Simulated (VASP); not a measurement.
Set up this calculation in VASP 6.6.1, as the native input.

| Property | Result |
| --- | --- |
| Task | single point |
| Functional | r2SCAN |
| Potentials or basis | VASP PAW PBE potentials, release 64 (Mg, O) |
| Cutoff | 660 eV |
| k mesh | 10 × 10 × 10 |
| Occupations | gaussian, width 0.01 eV |
| Spin | no spin polarisation |
| Dipole correction | no |
| Further INCAR settings | ALGO = Normal; EDIFF = 1e-06; NBANDS = 11 |

Crystal: MgO (rock salt).

```xyz
2
Lattice="0.0000 1.8867 1.8867 1.8867 0.0000 1.8867 1.8867 1.8867 0.0000" Properties=species:S:1:pos:R:3 pbc="T T T"
Mg    0.0000    0.0000    0.0000
O     1.8867    1.8867    1.8867
```

This cell differs from its parent crystal: volume scaled by 0.72.

One way to write it, as run:

POSCAR

```
MgO
1.0
    0.0000000000      1.8866713983      1.8866713983
    1.8866713983      0.0000000000      1.8866713983
    1.8866713983      1.8866713983      0.0000000000
Mg O
1 1
Direct
    0.0000000000      0.0000000000      0.0000000000
    0.5000000000      0.5000000000      0.5000000000
```

INCAR.step1

```
SYSTEM = MgO
PREC = Accurate
ENCUT = 660
ISMEAR = 0
SIGMA = 0.01
LREAL = .FALSE.
LASPH = .TRUE.
NELM = 120
NBANDS = 11
GGA = PE
ALGO = Normal
EDIFF = 1E-5
LWAVE = .TRUE.
LCHARG = .FALSE.
GGA_COMPAT = .FALSE.
```

INCAR.step2

```
SYSTEM = MgO
PREC = Accurate
ENCUT = 660
EDIFF = 1E-6
ISMEAR = 0
SIGMA = 0.01
LREAL = .FALSE.
LASPH = .TRUE.
NELM = 120
ALGO = Normal
ISIF = 2
LWAVE = .FALSE.
LCHARG = .FALSE.
METAGGA = R2SCAN
LMIXTAU = .TRUE.
NBANDS = 11
ISTART = 1
GGA_COMPAT = .FALSE.
```

KPOINTS

```
regular mesh
0
G
  10 10 10
  0 0 0
```

Potentials or basis: VASP PAW PBE potentials, release 64 (Mg, O).

Run with:

```console
$ cat potpaw_PBE.64/Mg/POTCAR potpaw_PBE.64/O/POTCAR > POTCAR
$ cp INCAR.step1 INCAR
$ mpirun -np 1 vasp_std > vasp.out
$ cp INCAR.step2 INCAR
$ mpirun -np 1 vasp_std > vasp.out
```

Results of the run:

```json
{
  "Pressure": "104.9 GPa",
  "Band gap on the k mesh": "9.70 eV, direct"
}
```

Caveat: the PAW data sets were made with another functional, which shifts forces and pressure a little.

Wall time 21 s on 1 thread of Intel(R) Xeon(R) Platinum 8488C (Sapphire Rapids), on a shared host, peak memory 0.15 GiB.
